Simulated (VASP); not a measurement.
Set up this calculation in VASP 6.6.1, as the native input.

```yaml
Task: density of states
Functional: PBE
Potentials_or_basis: VASP PAW PBE potentials, release 64 (Rh_pv)
Cutoff: 520 eV
k_mesh: 18 × 18 × 18
Occupations: gaussian, width 0.05 eV
Spin: no spin polarisation
Dipole_correction: no
k_mesh_for_the_DOS: 27 × 27 × 27
Occupations_for_the_DOS: tetrahedron
Further_INCAR_settings: ALGO = Fast; EDIFF = 1e-06; NBANDS = 14
```

Rh:

```
Rh
1.0
     0.00000    1.91484    1.91484
     1.91484    0.00000    1.91484
     1.91484    1.91484    0.00000
Rh
1
Direct
  0.00000 0.00000 0.00000
```

The input as run:

POSCAR

```
Rh
1.0
    0.0000000000      1.9148393772      1.9148393772
    1.9148393772      0.0000000000      1.9148393772
    1.9148393772      1.9148393772      0.0000000000
Rh
1
Direct
    0.0000000000      0.0000000000      0.0000000000
```

INCAR.step1

```
PREC     = Accurate       # precision mode
ENCUT    = 520            # plane-wave cutoff, eV
EDIFF    = 1E-6           # SCF threshold, eV
ISMEAR   = 0              # smearing method
SIGMA    = 0.05           # smearing width, eV
LREAL    = F              # projectors in reciprocal space
LASPH    = T              # aspherical terms in the spheres
NELM     = 80             # most SCF steps
ALGO     = Fast           # electronic algorithm
ISIF     = 2              # what is computed and relaxed
LWAVE    = F              # write WAVECAR
LCHARG   = T              # write CHGCAR
LMAXMIX  = 4              # l up to which the mixer works
GGA      = PE             # functional
NBANDS   = 14             # bands
```

KPOINTS.step1

```
regular mesh
0
Gamma
  18 18 18
```

INCAR.step2

```
PREC     = Accurate       # precision mode
ENCUT    = 520            # plane-wave cutoff, eV
EDIFF    = 1E-6           # SCF threshold, eV
ISMEAR   = -5             # smearing method
SIGMA    = 0.05           # smearing width, eV
LREAL    = F              # projectors in reciprocal space
LASPH    = T              # aspherical terms in the spheres
NELM     = 80             # most SCF steps
ALGO     = Fast           # electronic algorithm
ISIF     = 2              # what is computed and relaxed
LWAVE    = F              # write WAVECAR
LCHARG   = F              # write CHGCAR
LMAXMIX  = 4              # l up to which the mixer works
GGA      = PE             # functional
LORBIT   = 11             # projections on sites
NBANDS   = 14             # bands
NEDOS    = 1001           # points of the DOS
ICHARG   = 11             # starting density
```

KPOINTS.step2

```
regular mesh
0
Gamma
  27 27 27
```

Potentials or basis: VASP PAW PBE potentials, release 64 (Rh_pv).

Command:

```sh
$ cat potpaw_PBE.64/Rh_pv/POTCAR > POTCAR
$ cp INCAR.step1 INCAR
$ cp KPOINTS.step1 KPOINTS
$ mpirun -np 1 vasp_std > vasp.out
$ cp INCAR.step2 INCAR
$ cp KPOINTS.step2 KPOINTS
$ mpirun -np 1 vasp_std > vasp.out
```

Results of the run:

```yaml
Valence_electrons_inside_the_program's_atomic_spheres: Rh 13.75
```

Run time: 77 s on 1 thread of Intel(R) Xeon(R) Platinum 8259CL CPU @ 2.50GHz (Skylake/Cascade Lake), with other jobs on the host, peak memory 0.21 GiB.
